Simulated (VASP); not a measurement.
Runs of VASP 6.6.1 on Hf4Cd. The structure is that of space group Im-3m (No. 229), or close to it. The cells are those of the table. The cell was built from a structure type or drawn by symmetry, and may not be a known phase.

| task | cell | k mesh | cutoff (eV) | gap on the mesh (eV) | pressure (GPa) | relaxed volume (Å³/atom) |
| --- | --- | --- | --- | --- | --- | --- |
| relaxation of cell and atoms | relaxed from a = 5.575 Å, angles 109.5°, 5 atoms | 8 × 8 × 8 | 600 | none | 0.0 | 26.44 |
| relaxation of cell and atoms | relaxed from a = 5.144 Å, angles 109.5°, 5 atoms | 4 × 4 × 4 | 600 | none | -0.2 | 26.59 |
| single point | a = 5.564 Å, angles 109.5°, 5 atoms | 8 × 8 × 8 | 520 | none | -0.2 | - |
| single point | a = 5.144 Å, angles 109.5°, 5 atoms | 4 × 4 × 4 | 520 | none | 30.0 | - |
| single point | a = 5.575 Å, angles 109.5°, 5 atoms | 4 × 4 × 4 | 520 | none | (a) | - |

Alike in all rows: level PBE; potentials or basis VASP PAW PBE potentials, release 64 (Hf_pv, Cd); no spin polarisation; smearing gaussian 0.1 eV.

Q: Fill in the values left out.

A: (a) -0.5.

Caveats: some runs use coarse meshes; spin-orbit coupling is left out, which moves the levels of the heavy elements; the volume moved by over 15 % at a fixed basis, so the end points are rough (at least some runs).

A k mesh can miss the band edges, and the runs leave out spin-orbit coupling on Cd, Hf.

A gap of «none» marks levels without a gap at the run's occupations.
